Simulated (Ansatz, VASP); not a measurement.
**Two plane-wave programs on FeO**

File INCAR:

```
PREC = Accurate
ENCUT = 520
EDIFF = 1E-6
ISMEAR = 0
SIGMA = 0.25
LREAL = F
LASPH = T
NELM = 150
ALGO = Normal
ISIF = 2
LWAVE = F
LCHARG = F
ISPIN = 2
MAGMOM = 4.5 0
LORBIT = 11
LMAXMIX = 4
GGA = PE
NBANDS = 18
```

KPOINTS

```
regular mesh
0
Gamma
  10 10 10
```

The input POSCAR:

```
FeO
1.0
    1.5188200000      0.8768900000      2.5195800000
   -1.5188200000      0.8768900000      2.5195800000
    0.0000000000     -1.7537800000      2.5195800000
Fe O
1 1
Direct
    0.0000000000      0.0000000000      0.0000000000
    0.5000000000      0.5000000000      0.5000000000
```

Input for Ansatz:

```yaml
crystal:
  lattice:
    - [1.51882, 0.87689, 2.51958]
    - [-1.51882, 0.87689, 2.51958]
    - [0.0, -1.75378, 2.51958]
  atoms:
    - { symbol: Fe, position: [0.0, 0.0, 0.0], spin: 4.5 }
    - { symbol: O, position: [0.5, 0.5, 0.5], spin: 0.0 }
basis:
  ecutwfc: 510.0
kpoints:
  mp_grid:
    grid: [10, 10, 10]
    shift: [0.0, 0.0, 0.0]
hamiltonian:
  xc: pbe
  pseudopotentials:
    kind: paw
magnetization:
  spin_polarized: true
scf:
  convergence:
    dr2_threshold: 1.0e-08
  occupations:
    method: gaussian
    width: 0.25
output:
  stress: true
```

Alike in both runs: task single point; functional PBE; k mesh 10 × 10 × 10; occupations gaussian, width 0.25 eV; collinear spin.

|  | VASP | Ansatz |
| --- | --- | --- |
| version | VASP 6.6.1 | Ansatz 0.2.0 |
| potentials or method | VASP PAW PBE potentials, release 64 (Fe, O), cutoff 520 eV | plane waves, PAW |
| valence electrons in the cell | 14 | 22 |

```tsv
	VASP	Ansatz	Ansatz less VASP
pressure (GPa)	-1.1	-1.0	+0.05
traceless stress, the component that is largest in VASP (GPa)	-0.73	-0.70	+0.028
net moment per atom (μB)	2.00	2.00	+0.001
size of the moment on the site where the two differ most (μB)	3.62	3.45	-0.167
```

Site moments also hang on the region over which each program counts them. With one functional, cell and mesh, what is left measures potentials, basis and numerics. VASP's potentials hold 14 valence electrons a cell and Ansatz's 22, so a difference there can come from the potentials and not from the codes. Ansatz's warnings: given moment on shells, stress scf threshold loose.
